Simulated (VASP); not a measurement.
Wanted: the native input for a VASP 6.6.1 run.

| Quantity | Value |
| --- | --- |
| Task | single point |
| Functional | PBEsol |
| Potentials or basis | VASP PAW PBE potentials, release 64 (Pb_d, Se) |
| Cutoff | 520 eV |
| k mesh | 6 × 6 × 4 |
| Occupations | gaussian, width 0.01 eV |
| Spin | no spin polarisation |
| Dipole correction | no |
| Further INCAR settings | ALGO = Normal; EDIFF = 1e-07; NBANDS = 28 |

The structure of PbSe lies in POSCAR:

```
PbSe
1.0
    2.0649836966     -5.8780634270      0.0000000000
    2.0649836966      5.8780634270      0.0000000000
    0.0000000000      0.0000000000      4.2648366530
Pb Se
2 2
Direct
    0.6317607300      0.3682392700      0.7500000000
    0.3682392700      0.6317607300      0.2500000000
    0.8612899600      0.1387100400      0.7500000000
    0.1387100400      0.8612899600      0.2500000000
```

These files were run (other wordings do the same):

INCAR

```
ALGO = Normal ; EDIFF = 1E-7
ENCUT = 520 ; GGA = PS
ISIF = 2 ; ISMEAR = 0
LASPH = T ; LCHARG = F
LREAL = F ; LWAVE = F
NBANDS = 28 ; NELM = 80
PREC = Accurate ; SIGMA = 0.01
```

KPOINTS

```
k-points
0
Gamma
  6 6 4
```

Potentials or basis: VASP PAW PBE potentials, release 64 (Pb_d, Se).

Command:

```bash
$ cat potpaw_PBE.64/Pb_d/POTCAR potpaw_PBE.64/Se/POTCAR > POTCAR
$ mpirun -np 1 vasp_std > vasp.out
```

It gave:

```yaml
Pressure: 5.8 GPa
Largest_force: 0.744 eV/Å
Band_gap_on_the_k_mesh: 0.96 eV (least direct gap 1.38 eV)
```

Caveat: the cell stands under pressure; the PAW data sets were made with another functional, which shifts forces and pressure a little; spin-orbit coupling is left out, which moves the levels of the heavy elements.

It took 53 s on 1 thread of Intel(R) Xeon(R) 6975P-C (Granite Rapids), with other jobs on the host, peak memory 0.3 GiB.
